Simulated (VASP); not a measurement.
# GaAs (F-43m) in VASP: a series of runs, part 2 of 2

VASP 6.6.1. The steps go on from the part before.

## (3) Dielectric tensor, LDA

INCAR reads:

```
PREC     = Accurate       # precision mode
ENCUT    = 400            # plane-wave cutoff, eV
EDIFF    = 1E-8           # SCF threshold, eV
ISMEAR   = 0              # smearing method
SIGMA    = 0.01           # smearing width, eV
LREAL    = F              # projectors in reciprocal space
LASPH    = T              # aspherical terms in the spheres
NELM     = 120            # most SCF steps
ALGO     = Normal         # electronic algorithm
ISIF     = 2              # what is computed and relaxed
LWAVE    = F              # write WAVECAR
LCHARG   = F              # write CHGCAR
LEPSILON = T              # dielectric tensor by DFPT
GGA_COMPAT= F
```

KPOINTS reads:

```
Automatic mesh
0
Gamma
  8 8 8
```

POSCAR reads:

```
GaAs
1.0
    0.0000000000      2.8268500000      2.8268500000
    2.8268500000      0.0000000000      2.8268500000
    2.8268500000      2.8268500000      0.0000000000
As Ga
1 1
Direct
    0.7500000000      0.7500000000      0.7500000000
    0.0000000000      0.0000000000      0.0000000000
```

Potentials or basis: VASP PAW LDA potentials, release 64 (As, Ga_d).

The run is started by

```bash
$ cat potpaw_LDA.64/As/POTCAR potpaw_LDA.64/Ga_d/POTCAR > POTCAR
$ mpirun -np 1 vasp_std > vasp.out
```

OUTCAR:

```text
PREC = Accurate
   ENCUT = 400
   EDIFF = 1E-8
   ISMEAR = 0
   LREAL = F
   LASPH = T
   NELM = 120
   ISIF = 2
   LEPSILON = T

 ion  position               nearest neighbor table
   1  0.750  0.750  0.750-   2 2.45   2 2.45   2 2.45   2 2.45
   2  0.000  0.000  0.000-   1 2.45   1 2.45   1 2.45   1 2.45

  LATTYP: Found a face centered cubic cell.
 ALAT       =     5.6537000000

  Lattice vectors:

 A1 = (   0.0000000000,   2.8268500000,   2.8268500000)
 A2 = (   2.8268500000,   0.0000000000,   2.8268500000)
 A3 = (   2.8268500000,   2.8268500000,   0.0000000000)

Analysis of symmetry for initial positions (statically):
[... 630 lines left out ...]
    -0.00018  1.27024  0.00000
     1.27024 -0.00018  0.00000
     0.00000  0.00000 -0.00038

 MACROSCOPIC STATIC DIELECTRIC TENSOR (including local field effects in DFT)
 ------------------------------------------------------
          70.752301    -0.000000    -0.000000
          -0.000000    70.752301     0.000000
          -0.000000     0.000000    70.752301
 ------------------------------------------------------

 PIEZOELECTRIC TENSOR (including local field effects)  for field in x, y, z        (e  Angst)
          XX          YY          ZZ          XY          YZ          ZX
  --------------------------------------------------------------------------------
  x    -0.00000    -0.00000     0.00000     0.00000     3.59174    -0.00000
  y    -0.00000     0.00000    -0.00000     0.00000     0.00000     3.59174
  z    -0.00000    -0.00000     0.00000     3.59174     0.00000     0.00000

 PIEZOELECTRIC TENSOR (including local field effects)  for field in x, y, z        (C/m^2)
          XX          YY          ZZ          XY          YZ          ZX
  --------------------------------------------------------------------------------
  x    -0.00000    -0.00000     0.00000     0.00000     1.27373    -0.00000
  y    -0.00000     0.00000    -0.00000     0.00000     0.00000     1.27373
  z    -0.00000    -0.00000     0.00000     1.27373     0.00000     0.00000

 BORN EFFECTIVE CHARGES (including local field effects) (in |e|, cummulative output)
 ---------------------------------------------------------------------------------
 ion    1
    1    -2.37450    -0.00000    -0.00000
    2     0.00000    -2.37450     0.00000
    3    -0.00000     0.00000    -2.37450
 ion    2
    1     2.37450     0.00000     0.00000
    2    -0.00000     2.37450    -0.00000
    3     0.00000     0.00000     2.37450
```

stdout:

```text
POSCAR found type information on POSCAR AsGa
 POSCAR found :  2 types and       2 ions
 scaLAPACK will be used
 LDA part: xc-table for (Slater(with rela. corr.)+CA(PZ))
 , standard interpolation
 POSCAR, INCAR and KPOINTS ok, starting setup
 FFT: planning ... GRIDC
 FFT: planning ... GRID_SOFT
 FFT: planning ... GRID
 WAVECAR not read
 entering main loop
 Linear response reoptimize wavefunctions to high precision
 Linear response G [H, r] |phi>, progress :
  Direction:   1
 Linear response G [H, r] |phi>, progress :
  Direction:   2
 Linear response G [H, r] |phi>, progress :
  Direction:   3
 Linear response to external field (no local field effect), progress :
  Direction:   1
 dielectric tensor                  component  1 :    74.899    11.255     3.364
 Linear response to external field (no local field effect), progress :
  Direction:   2
 dielectric tensor                  component  2 :    11.254    75.425    -3.733
 Linear response to external field (no local field effect), progress :
  Direction:   3
 dielectric tensor                  component  3 :     3.368    -3.735    64.966
 Linear response to external field, progress :
  Direction:   1
 dielectric tensor                  component  1 :    70.752     5.902     2.004
 Linear response to external field, progress :
  Direction:   2
 dielectric tensor                  component  2 :     5.816    70.752     1.940
 Linear response to external field, progress :
  Direction:   3
 dielectric tensor                  component  3 :     4.745     3.160    70.752
 Born effective charges drift removed
```

Wall time 3.5 min (1 thread of AMD EPYC 7R13 (Zen 3), shared host); peak memory 0.2 GiB.

Results:

```
Band gap on the k mesh                  : 0.33 eV, direct
Electronic dielectric tensor (diagonal) : 70.75
Born charges (mean of the diagonal)     : As -2.37; Ga +2.37 e
```

Levels at points of the mesh, in eV from the valence-band top:
```
           k point  band 7  band 8  band 9  band 10  band 11  band 12
(0.00, 0.00, 0.00)    0.00    0.00    0.00     0.33     3.67     3.67
(0.50, 0.00, 0.00)   -6.69   -1.15   -1.15     0.86     4.58     4.58
(0.50, 0.50, 0.00)   -6.88   -2.69   -2.69     1.34     1.55    10.04
```

Electronic dielectric tensor:
```
70.75  0.00  0.00
 0.00 70.75  0.00
 0.00  0.00 70.75
```

Born effective charge tensors (e):
atom 1, As
```
-2.37  0.00  0.00
 0.00 -2.37  0.00
 0.00  0.00 -2.37
```
atom 2, Ga
```
2.37 0.00 0.00
0.00 2.37 0.00
0.00 0.00 2.37
```

Caveat: the gap is small at this level, which inflates the dielectric constant.

## (4) Elastic constants, LDA

INCAR reads:

```
  PREC = Accurate
  ENCUT = 600
  EDIFF = 1E-8
  ISMEAR = -1
  SIGMA = 0.05
  LREAL = F
  LASPH = T
  NELM = 60
  ALGO = Normal
  ISIF = 3
  LWAVE = F
  LCHARG = F
  IBRION = 6
  NFREE = 2
  POTIM = 0.015
  NSW = 1
```

KPOINTS reads:

```
regular mesh
0
Gamma
  6 6 6
```

POSCAR is that of step 3.

The run is started by

```bash
$ cat potpaw_LDA.64/As/POTCAR potpaw_LDA.64/Ga_d/POTCAR > POTCAR
$ mpirun -np 1 vasp_std > vasp.out
```

Wall time 2.3 min (1 thread of Intel Xeon 6975P-C (Granite Rapids), shared host); peak memory 0.23 GiB.

It converged, with:

```yaml
Elastic_constants_C11_C12_C44: 110, 46, 56 GPa
Voigt_bulk_modulus: 67 GPa
Highest_phonon_frequency_at_Γ_LO-TO_splitting_left_out: 262 cm⁻¹
```

Phonon frequencies in cm⁻¹ (negative: imaginary):
| q point | frequencies |
| --- | --- |
| (0.000, 0.000, 0.000) | 0 0 0 262 262 262 |

Elastic tensor in Voigt notation (GPa, in the Cartesian axes of the cell as first typed):
```
110  46  46   0   0   0
 46 110  46   0   0   0
 46  46 110   0   0   0
  0   0   0  56   0   0
  0   0   0   0  56   0
  0   0   0   0   0  56
```

Clamped-ion elastic tensor (GPa):
```
110  46  46   0   0   0
 46 110  46   0   0   0
 46  46 110   0   0   0
  0   0   0  73   0   0
  0   0   0   0  73   0
  0   0   0   0   0  73
```

Caveat: the cell is under stress, which shifts elastic constants.

## (5) Elastic constants, LDA

INCAR reads:

```
ALGO = Normal
EDIFF = 1E-8
ENCUT = 600
GGA = CA
IBRION = 6
ISIF = 3
ISMEAR = 0
LASPH = True
LCHARG = False
LREAL = False
LWAVE = False
NELM = 80
NFREE = 2
NSW = 1
POTIM = 0.015
PREC = Accurate
SIGMA = 0.01
```

KPOINTS reads:

```
k-points
0
Gamma
  7 7 7
```

POSCAR is that of step 4.

The run is started by

```bash
$ cat potpaw_LDA.64/As/POTCAR potpaw_LDA.64/Ga_d/POTCAR > POTCAR
$ mpirun -np 1 vasp_std > vasp.out
```

Wall time 5 min (1 thread of Intel Xeon 6975P-C, shared host); peak memory 0.26 GiB.

It converged, with:

```yaml
Elastic_constants_C11_C12_C44: 111, 47, 56 GPa
Voigt_bulk_modulus: 69 GPa
Highest_phonon_frequency_at_Γ_LO-TO_splitting_left_out: 262 cm⁻¹
```

Phonon frequencies in cm⁻¹ (negative: imaginary):
| q point | frequencies |
| --- | --- |
| (0.000, 0.000, 0.000) | 0 0 0 262 262 262 |

Elastic tensor in Voigt notation (GPa, in the Cartesian axes of the cell as first typed):
```
111  47  47   0   0   0
 47 111  47   0   0   0
 47  47 111   0   0   0
  0   0   0  56   0   0
  0   0   0   0  56   0
  0   0   0   0   0  56
```

Clamped-ion elastic tensor (GPa):
```
111  47  47   0   0   0
 47 111  47   0   0   0
 47  47 111   0   0   0
  0   0   0  73   0   0
  0   0   0   0  73   0
  0   0   0   0   0  73
```

Caveat: the cell is under stress, which shifts elastic constants.

## (6) Elastic constants, PBEsol

INCAR reads:

```
SYSTEM = GaAs
  PREC = Accurate
  ENCUT = 600
  EDIFF = 1E-8
  ISMEAR = 0
  SIGMA = 0.01
  LREAL = .FALSE.
  LASPH = .TRUE.
  NELM = 60
  ALGO = Normal
  ISIF = 3
  LWAVE = .FALSE.
  LCHARG = .FALSE.
  GGA = PS
  NBANDS = 16
  IBRION = 6
  NFREE = 2
  POTIM = 0.015
  NSW = 1
```

KPOINTS reads:

```
Automatic mesh
0
G
  7 7 7
  0 0 0
```

POSCAR is that of step 5.

Potentials or basis: VASP PAW PBE potentials, release 64 (As, Ga_d).

The run is started by

```bash
$ cat potpaw_PBE.64/As/POTCAR potpaw_PBE.64/Ga_d/POTCAR > POTCAR
$ mpirun -np 1 vasp_std > vasp.out
```

It took 7.5 min on 1 thread of Intel Xeon Platinum 8488C (Sapphire Rapids), shared host; peak memory 0.29 GiB.

The run converged. Its results:

| Item | Value |
| --- | --- |
| Elastic constants C11, C12, C44 | 111, 50, 55 GPa |
| Voigt bulk modulus | 71 GPa |
| Highest phonon frequency at Γ, LO-TO splitting left out | 265 cm⁻¹ |

Phonon frequencies in cm⁻¹ (negative: imaginary):
| q point | frequencies |
| --- | --- |
| (0.000, 0.000, 0.000) | 0 0 0 265 265 265 |

Elastic tensor in Voigt notation (GPa, in the Cartesian axes of the cell as first typed):
```
111  50  50   0   0   0
 50 111  50   0   0   0
 50  50 111   0   0   0
  0   0   0  55   0   0
  0   0   0   0  55   0
  0   0   0   0   0  55
```

Clamped-ion elastic tensor (GPa):
```
111  50  50   0   0   0
 50 111  50   0   0   0
 50  50 111   0   0   0
  0   0   0  76   0   0
  0   0   0   0  76   0
  0   0   0   0   0  76
```

Caveat: the PAW data sets were made with another functional, which shifts forces and pressure a little.
